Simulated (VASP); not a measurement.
Input of a VASP 6.6.1 run:

The input POSCAR:

```
Al
1.0
    0.0000000000      1.9606887411      2.1567576152
    1.9606887411      0.0000000000      2.1567576152
    1.9606887411      1.9606887411      0.0000000000
Al
1
Direct
    0.0000000000      0.0000000000      0.0000000000
```

File INCAR.step1:

```
SYSTEM = Al
PREC = Accurate ; ENCUT = 520
ISMEAR = 0 ; SIGMA = 0.15
LREAL = .False. ; LASPH = .True.
NELM = 100 ; NBANDS = 8
GGA = PE ; ALGO = Normal
EDIFF = 1E-4 ; LWAVE = .True.
LCHARG = .False.
```

Contents of INCAR.step2:

```
SYSTEM = Al
PREC = Accurate ; ENCUT = 520
EDIFF = 1E-6 ; ISMEAR = 0
SIGMA = 0.15 ; LREAL = .False.
LASPH = .True. ; NELM = 100
ALGO = Normal ; ISIF = 2
LWAVE = .False. ; LCHARG = .True.
METAGGA = R2SCAN ; LMIXTAU = .True.
LELF = .True. ; LVHAR = .True.
NBANDS = 8 ; ISTART = 1
```

File KPOINTS:

```
regular mesh
0
Gamma
  22 22 22
  0 0 0
```

Potentials or basis: VASP PAW PBE potentials, release 64 (Al).

Command:

```console
$ cat potpaw_PBE.64/Al/POTCAR > POTCAR
$ cp INCAR.step1 INCAR
$ mpirun -np 1 vasp_std > vasp.out
$ cp INCAR.step2 INCAR
$ mpirun -np 1 vasp_std > vasp.out
```

**Question.** Estimate the band gap on the k mesh.

**Answer.** Zero (an odd number of electrons rules out a gap without spin polarisation).

**Question.** What does it give for the pressure?

**Answer.** -3.0 GPa.

Stress tensor (GPa, compression positive):
```
-0.86  0.00  0.00
 0.00 -0.86  0.00
 0.00  0.00 -7.27
```

Caveat: the stress differs along the axes, from -7 to -1 GPa; the PAW data sets were made with another functional, which shifts forces and pressure a little.
